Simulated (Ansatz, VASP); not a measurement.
**SrCl2 in VASP and in Ansatz**

The input INCAR:

```
SYSTEM = SrCl2
PREC = Accurate
ENCUT = 520
EDIFF = 1E-6
ISMEAR = 0
SIGMA = 0.05
LREAL = .False.
LASPH = .True.
NELM = 80
ALGO = Normal
ISIF = 2
LWAVE = .False.
LCHARG = .True.
GGA = PE
LELF = .True.
LVHAR = .True.
NBANDS = 19
```

KPOINTS

```
regular mesh
0
Gamma
  6 6 6
  0 0 0
```

File POSCAR:

```
SrCl2
1.0
    0.0000000000      3.4999229225      3.4442741480
    3.4999229225      0.0000000000      3.4442741480
    3.4999229225      3.4999229225      0.0000000000
Sr Cl
1 2
Direct
    0.0000000000      0.0000000000      0.0000000000
    0.2500000000      0.2500000000      0.2500000000
    0.7500000000      0.7500000000      0.7500000000
```

Input for Ansatz:

```yaml
crystal:
  lattice:
    - [0.0, 3.4999229225, 3.444274148]
    - [3.4999229225, 0.0, 3.444274148]
    - [3.4999229225, 3.4999229225, 0.0]
  atoms:
    - { symbol: Sr, position: [0.0, 0.0, 0.0] }
    - { symbol: Cl, position: [0.25, 0.25, 0.25] }
    - { symbol: Cl, position: [0.75, 0.75, 0.75] }
basis:
  ecutwfc: 420
kpoints:
  mp_grid: { grid: [6, 6, 6] }
hamiltonian:
  xc: pbe
scf:
  occupations: { method: gaussian, width: 0.05 }
output:
  forces: true
  stress: true
  eigenvalues: true
```

Alike in both runs: task single point; functional PBE; k mesh 6 × 6 × 6; occupations gaussian, width 0.05 eV; no spin polarisation.

|  | VASP | Ansatz |
| --- | --- | --- |
| version | VASP 6.6.1 | Ansatz 0.2.0 |
| potentials or method | VASP PAW PBE potentials, release 64 (Sr_sv, Cl), cutoff 520 eV | scalar-relativistic, plane waves, PAW |
| valence electrons in the cell | 24 | 24 |

```tsv
	VASP	Ansatz	Ansatz less VASP
gap on the k mesh at the Fermi level (eV)	5.29	5.29	+0.005
least direct gap on the mesh (eV)	5.43	5.44	+0.003
pressure (GPa)	1.3	1.2	-0.08
traceless stress, the component that is largest in VASP (GPa)	0.56	0.56	+0.003
```

With one functional, cell and mesh, what is left measures potentials, basis and numerics.
